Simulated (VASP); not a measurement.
# AlRu (Pm-3m) in VASP: further runs

AlRu is run at these levels: PBEsol, PBE, LDA; tasks: single point.

All numbers are computed with VASP 6.6.1; they aren't measurements. Logs are shortened: lines on timing, memory, paths and dates and some standing lists are left out, and cuts for length are marked.

### Step 1. The cell of the first run

Symmetry: Pm-3m, No. 221, cubic system. The conventional cell has a = 2.992 Å, b = 2.992 Å, c = 2.992 Å, α = 90.00°, β = 90.00°, γ = 90.00°. Within 3.4 Å of Al (site symmetry m-3m) lie 8 Ru at 2.59 Å and 6 Al at 2.99 Å. Within 3.4 Å of Ru (site symmetry m-3m) lie 8 Al at 2.59 Å and 6 Ru at 2.99 Å.

### Step 2. Single point, PBEsol

Input file INCAR:

```
PREC = Accurate ; ENCUT = 500
EDIFF = 1E-6 ; ISMEAR = -1
SIGMA = 0.1 ; LREAL = False
LASPH = True ; NELM = 120
ALGO = Normal ; ISIF = 2
LWAVE = False ; LCHARG = False
GGA = PS ; NBANDS = 16
GGA_COMPAT = False
```

Input file KPOINTS:

```
regular mesh
0
Gamma
  9 9 9
```

Input file POSCAR:

```
AlRu
1.0
    2.9916000000      0.0000000000      0.0000000000
    0.0000000000      2.9916000000      0.0000000000
    0.0000000000      0.0000000000      2.9916000000
Al Ru
1 1
Direct
    0.0000000000      0.0000000000      0.0000000000
    0.5000000000      0.5000000000      0.5000000000
```

Potentials or basis: VASP PAW PBE potentials, release 64 (Al, Ru_pv).

On the command line:

```bash
$ cat potpaw_PBE.64/Al/POTCAR potpaw_PBE.64/Ru_pv/POTCAR > POTCAR
$ mpirun -np 1 vasp_std > vasp.out
```

OUTCAR:

```text
PREC = Accurate
   ENCUT = 500
   EDIFF = 1E-6
   ISMEAR = -1
   LREAL = False
   LASPH = True
   NELM = 120
   ISIF = 2
   GGA = PS

 ion  position               nearest neighbor table
   1  0.000  0.000  0.000-   2 2.59   2 2.59   2 2.59   2 2.59   2 2.59   2 2.59   2 2.59   2 2.59

   2  0.500  0.500  0.500-   1 2.59   1 2.59   1 2.59   1 2.59   1 2.59   1 2.59   1 2.59   1 2.59

  LATTYP: Found a simple cubic cell.
 ALAT       =     2.9916000000

  Lattice vectors:

 A1 = (   2.9916000000,   0.0000000000,   0.0000000000)
 A2 = (   0.0000000000,   2.9916000000,   0.0000000000)
 A3 = (   0.0000000000,   0.0000000000,   2.9916000000)

Analysis of symmetry for initial positions (statically):
=====================================================================
 Subroutine PRICEL returns:
 Original cell was already a primitive cell.

 Routine SETGRP: Setting up the symmetry group for a
 simple cubic supercell.

 Subroutine GETGRP returns: Found 48 space group operations
 (whereof 48 operations were pure point group operations)
 out of a pool of 48 trial point group operations.

The static configuration has the point symmetry O_h .

Analysis of symmetry for dynamics (positions and initial velocities):
=====================================================================
 Subroutine PRICEL returns:
 Original cell was already a primitive cell.

 Routine SETGRP: Setting up the symmetry group for a
 simple cubic supercell.

 Subroutine GETGRP returns: Found 48 space group operations
 (whereof 48 operations were pure point group operations)
 out of a pool of 48 trial point group operations.

The dynamic configuration has the point symmetry O_h .

 Subroutine INISYM returns: Found 48 space group operations
 (whereof 48 operations are pure point group operations),
 and found     1 'primitive' translations

----------------------------------------------------------------------------------------

                                     Primitive cell

  volume of cell :      26.7738

  direct lattice vectors                    reciprocal lattice vectors
     2.991600000  0.000000000  0.000000000     0.334269287  0.000000000  0.000000000
     0.000000000  2.991600000  0.000000000     0.000000000  0.334269287  0.000000000
     0.000000000  0.000000000  2.991600000     0.000000000  0.000000000  0.334269287

  length of vectors
     2.991600000  2.991600000  2.991600000     0.334269287  0.334269287  0.334269287

  position of ions in fractional coordinates (direct lattice)
     0.000000000  0.000000000  0.000000000
     0.500000000  0.500000000  0.500000000

  ion indices of the primitive-cell ions
   primitive index   ion index
                 1           1
                 2           2

----------------------------------------------------------------------------------------

 KPOINTS: regular mesh

Automatic generation of k-mesh.
 Grid dimensions read from file:
 generate k-points for:    9    9    9

 Generating k-lattice:

  Cartesian coordinates                     Fractional coordinates (reciprocal lattice)
     0.037141032  0.000000000  0.000000000     0.111111111  0.000000000  0.000000000
     0.000000000  0.037141032  0.000000000     0.000000000  0.111111111  0.000000000
     0.000000000  0.000000000  0.037141032     0.000000000  0.000000000  0.111111111

  Length of vectors
     0.037141032  0.037141032  0.037141032

  Shift w.r.t. Gamma in fractional coordinates (k-lattice)
     0.000000000  0.000000000  0.000000000

 Subroutine IBZKPT returns following result:
 ===========================================

 Found     35 irreducible k-points:

 Following reciprocal coordinates:
            Coordinates               Weight
  0.000000  0.000000  0.000000      1.000000
  0.111111  0.000000  0.000000      6.000000
  0.222222  0.000000  0.000000      6.000000
  0.333333  0.000000  0.000000      6.000000
  0.444444  0.000000  0.000000      6.000000
  0.111111  0.111111  0.000000     12.000000
[... 16 lines left out ...]
  0.333333  0.333333  0.111111     24.000000
  0.444444  0.333333  0.111111     48.000000
 [... further k-points ...]
   k-points           NKPTS =     35   k-points in BZ     NKDIM =     35   number of bands    NBANDS=     16
   number of dos      NEDOS =    301   number of ions     NIONS =      2
   total plane-waves  NPLWV =  13824
   dimension x,y,z NGX =    24 NGY =   24 NGZ =   24
   dimension x,y,z NGXF=    48 NGYF=   48 NGZF=   48
   ions per type =               1   1
   NGX,Y,Z   is equivalent  to a cutoff of  13.34, 13.34, 13.34 a.u.
   NGXF,Y,Z  is equivalent  to a cutoff of  26.67, 26.67, 26.67 a.u.
 SYSTEM =  unknown system
   PREC   = accura    normal or accurate (medium, high low for compatibility)
   ISTART =      0    job   : 0-new  1-cont  2-samecut
   ICHARG =      2    charge: 1-file 2-atom 10-const
   ISPIN  =      1    spin polarized calculation?
   LNONCOLLINEAR =      F non collinear calculations
   LSORBIT =      F    spin-orbit coupling
   LASPH  =      T    aspherical Exc in radial PAW
   ENCUT  =  500.0 eV  36.75 Ry    6.06 a.u.   5.45  5.45  5.45*2*pi/ulx,y,z
   NELM   =    120;   NELMIN=  2; NELMDL= -5     # of ELM steps
   EDIFF  = 0.1E-05   stopping-criterion for ELM
   LREAL  =      F    real-space projection
   EDIFFG = 0.1E-04   stopping-criterion for IOM
   NSW    =      0    number of steps for IOM
   IBRION =     -1    ionic relax: 0-MD 1-quasi-New 2-CG
   NFREE  =      0    steps in history (QN), initial steepest desc. (CG)
   ISIF   =      2    stress and relaxation
   ISYM   =      2    0-nonsym 1-usesym 2-fastsym
   POTIM  = 0.5000    time-step for ionic-motion
   TEBEG  =    0.0;   TEEND  =   0.0 temperature during run
   PSTRESS=    0.0 pullay stress
   NELECT =      17.0000    total number of electrons
   NUPDOWN=      -1.0000    fix difference up-down
   EMIN   =  10.00;   EMAX   =-10.00  energy-range for DOS
   EFERMI =   0.00;   METHOD = LEGACY
   ISMEAR =    -1;   SIGMA  =   0.10  broadening in eV -4-tet -1-fermi 0-gaus
   EFERMI_NEDOS =   21; number of points for ismear=-14 and -15
   IALGO  =     38    algorithm
   IMIX   =      4    mixing-type and parameters
     AMIX     =   0.40;   BMIX     =  1.00
     AMIX_MAG =   1.60;   BMIX_MAG =  1.00
  volume/ion in A,a.u.               =      13.39        90.34
  Fermi-wavevector in a.u.,A,eV,Ry     =   1.407087  2.659009 26.938090  1.979894
  Thomas-Fermi vector in A             =   2.529382
   LORBIT       =      0    0 simple, 1 ext, 2 COOP (PROOUT), +10 PAW based schemes
   GGA     = PS    functional components
   LHFCALC =     F    Hartree Fock is set to
   AEXX    =    0.0000 exact exchange contribution
   IVDW    =     0    specifies the selected vdW correction
   LEPSILON=     F    determine dielectric tensor
   LRPA    =     F    only Hartree local field effects (RPA)
 non-spin polarized calculation
  energy-cutoff  :      500.00
  volume of cell :       26.77
 maximum number of plane-waves:       697
 NGX is ok and might be reduce to    24
   NGX = 11   NGY = 11   NGZ = 11

 number of electron      16.9999995 magnetization

 Free energy of the ion-electron system (eV)
  ---------------------------------------------------
  ext. energy  EPLUGINS =         0.00000000
  ---------------------------------------------------
  free energy    TOTEN  =       -15.54269722 eV

  energy without entropy =      -15.48762821  energy(sigma->0) =      -15.51516272

 E-fermi :  10.5471     XC(G=0): -12.6887

 val. band max:       10.5289055411   @ k =   0.4444   0.1111   0.1111
 cond. band min:      10.5977020560   @ k =   0.1111   0.1111   0.0000
 fundamental gap:      0.0687965149
 Fermi energy:        10.5471494376

 k-point     1 :       0.0000    0.0000    0.0000
  band No.  band energies     occupation
      1     -31.1339      2.00000
      2     -31.1339      2.00000
      3     -31.1339      2.00000
      4       0.9135      2.00000
      5       7.0022      2.00000
      6       7.0022      2.00000
[... 8 lines left out ...]
     15      22.5581      0.00000
     16      25.6740      0.00000

 k-point     2 :       0.1111    0.0000    0.0000
  band No.  band energies     occupation
      1     -31.1589      2.00000
      2     -31.1318      2.00000
      3     -31.1318      2.00000
      4       1.1500      2.00000
      5       7.0787      2.00000
      6       7.0842      2.00000
[... 8 lines left out ...]
     15      22.5617      0.00000
     16      26.4393      0.00000

 k-point     3 :       0.2222    0.0000    0.0000
  band No.  band energies     occupation
      1     -31.2215      2.00000
      2     -31.1265      2.00000
      3     -31.1265      2.00000
      4       1.8335      2.00000
      5       7.1396      2.00000
      6       7.3037      2.00000
[... 8 lines left out ...]
     15      23.2482      0.00000
     16      27.5748      0.00000

 k-point     4 :       0.3333    0.0000    0.0000
  band No.  band energies     occupation
      1     -31.2922      2.00000
      2     -31.1205      2.00000
      3     -31.1205      2.00000
      4       2.8911      2.00000
      5       6.7247      2.00000
      6       7.5772      2.00000
[... 8 lines left out ...]
     15      23.7037      0.00000
     16      25.5478      0.00000

 k-point     5 :       0.4444    0.0000    0.0000
  band No.  band energies     occupation
      1     -31.3379      2.00000
      2     -31.1165      2.00000
      3     -31.1165      2.00000
      4       4.1969      2.00000
      5       5.6432      2.00000
      6       7.7728      2.00000
[... 8 lines left out ...]
     15      23.7694      0.00000
     16      23.7694      0.00000

 k-point     6 :       0.1111    0.1111    0.0000
  band No.  band energies     occupation
      1     -31.1576      2.00000
      2     -31.1556      2.00000
      3     -31.1297      2.00000
      4       1.3821      2.00000
      5       7.1531      2.00000
      6       7.1776      2.00000
[... 8 lines left out ...]
     15      22.7707      0.00000
     16      27.0281      0.00000

 k-point     7 :       0.2222    0.1111    0.0000
  band No.  band energies     occupation
      1     -31.2191      2.00000
      2     -31.1510      2.00000
      3     -31.1244      2.00000
      4       2.0509      2.00000
      5       7.2267      2.00000
      6       7.3974      2.00000
[... 8 lines left out ...]
     15      23.9327      0.00000
     16      26.6566      0.00000

 k-point     8 :       0.3333    0.1111    0.0000
  band No.  band energies     occupation
      1     -31.2894      2.00000
      2     -31.1446      2.00000
      3     -31.1184      2.00000
      4       3.0808      2.00000
      5       6.7806      2.00000
      6       7.6774      2.00000
[... 8 lines left out ...]
     15      24.4281      0.00000
     16      24.9115      0.00000

 k-point     9 :       0.4444    0.1111    0.0000
  band No.  band energies     occupation
      1     -31.3348      2.00000
      2     -31.1404      2.00000
      3     -31.1144      2.00000
      4       4.3539      2.00000
      5       5.6925      2.00000
      6       7.8974      2.00000
[... 8 lines left out ...]
     15      22.6446      0.00000
     16      23.6224      0.00000
[... 172 lines left out ...]
 k-point    19 :       0.4444    0.1111    0.1111
  band No.  band energies     occupation
      1     -31.3318      2.00000
      2     -31.1389      2.00000
      3     -31.1376      2.00000
      4       4.4889      2.00000
      5       5.7942      2.00000
      6       8.0093      2.00000
[... 8 lines left out ...]
     15      22.5632      0.00000
     16      24.5562      0.00000

 k-point    20 :       0.2222    0.2222    0.1111
  band No.  band energies     occupation
      1     -31.2125      2.00000
      2     -31.2079      2.00000
      3     -31.1432      2.00000
      4       2.8620      2.00000
      5       7.4355      2.00000
      6       7.7020      2.00000
[... 8 lines left out ...]
     15      24.7661      0.00000
     16      24.8136      0.00000

 k-point    21 :       0.3333    0.2222    0.1111
  band No.  band energies     occupation
      1     -31.2794      2.00000
      2     -31.2029      2.00000
      3     -31.1368      2.00000
      4       3.7457      2.00000
      5       6.9942      2.00000
      6       7.9275      2.00000
[... 8 lines left out ...]
     15      23.3106      0.00000
     16      25.2699      0.00000

 k-point    22 :       0.4444    0.2222    0.1111
  band No.  band energies     occupation
      1     -31.3241      2.00000
      2     -31.1982      2.00000
      3     -31.1326      2.00000
      4       4.7146      2.00000
      5       6.1633      2.00000
      6       8.1118      2.00000
[... 8 lines left out ...]
     15      22.5678      0.00000
     16      24.4523      0.00000

 k-point    23 :       0.3333    0.3333    0.1111
  band No.  band energies     occupation
      1     -31.2729      2.00000
      2     -31.2694      2.00000
      3     -31.1305      2.00000
      4       4.3422      2.00000
      5       6.9090      2.00000
      6       8.0972      2.00000
[... 8 lines left out ...]
     15      24.0373      0.00000
     16      25.0894      0.00000

 k-point    24 :       0.4444    0.3333    0.1111
  band No.  band energies     occupation
      1     -31.3154      2.00000
      2     -31.2658      2.00000
      3     -31.1263      2.00000
      4       4.7654      2.00000
      5       6.8164      2.00000
      6       8.0784      2.00000
[... 8 lines left out ...]
     15      23.6302      0.00000
     16      24.1305      0.00000

 [... further k-points ...]
[... 5 lines left out ...]
  --------------------------------------------------------------------------------------
  -------------------------------------------------------------------------------------
  Total       -0.5136629     -0.5136629     -0.5136629     -0.0000000     -0.0000000      0.0000000
  in kB      -30.7381864    -30.7381864    -30.7381864     -0.0000000     -0.0000000      0.0000000
  external PRESSURE =     -30.7381864 kB  Pullay stress =       0.0000000 kB

 VOLUME and BASIS-vectors are now :
 -----------------------------------------------------------------------------
  energy-cutoff  :      500.00
  volume of cell :       26.77
      direct lattice vectors                 reciprocal lattice vectors
     2.991600000  0.000000000  0.000000000     0.334269287  0.000000000  0.000000000
     0.000000000  2.991600000  0.000000000     0.000000000  0.334269287  0.000000000
     0.000000000  0.000000000  2.991600000     0.000000000  0.000000000  0.334269287

 POSITION                                       TOTAL-FORCE (eV/Angst)
 -----------------------------------------------------------------------------------
      0.00000      0.00000      0.00000         0.000000      0.000000      0.000000
      1.49580      1.49580      1.49580         0.000000      0.000000      0.000000
 -----------------------------------------------------------------------------------
    total drift:                                0.000000     -0.000000     -0.000000

  FREE ENERGIE OF THE ION-ELECTRON SYSTEM (eV)
  ---------------------------------------------------
  free  energy   TOTEN  =       -15.5426972236 eV

  energy  without entropy=      -15.4876282093  energy(sigma->0) =      -15.51516272
```

Wall time 8.3 s (1 thread of AMD EPYC 7R13 (Zen 3), shared host); peak memory 0.11 GiB.

What came out:

```yaml
Free_energy: -15.5427 eV
Pressure: -3.1 GPa
Band_gap_on_the_k_mesh: zero (an odd number of electrons rules out a gap without spin polarisation)
```

Levels at points of the mesh, in eV from the Fermi level:
| k point | band 6 | band 7 | band 8 | band 9 | band 10 | band 11 | band 12 | band 13 |
| --- | --- | --- | --- | --- | --- | --- | --- | --- |
| (0.00, 0.00, 0.00) | -3.54 | 0.22 | 0.22 | 0.22 | 6.12 | 6.12 | 6.12 | 11.04 |

Caveat: the cell stands under tension; the PAW data sets were made with another functional, which shifts forces and pressure a little.

[end of part 1 of 2]
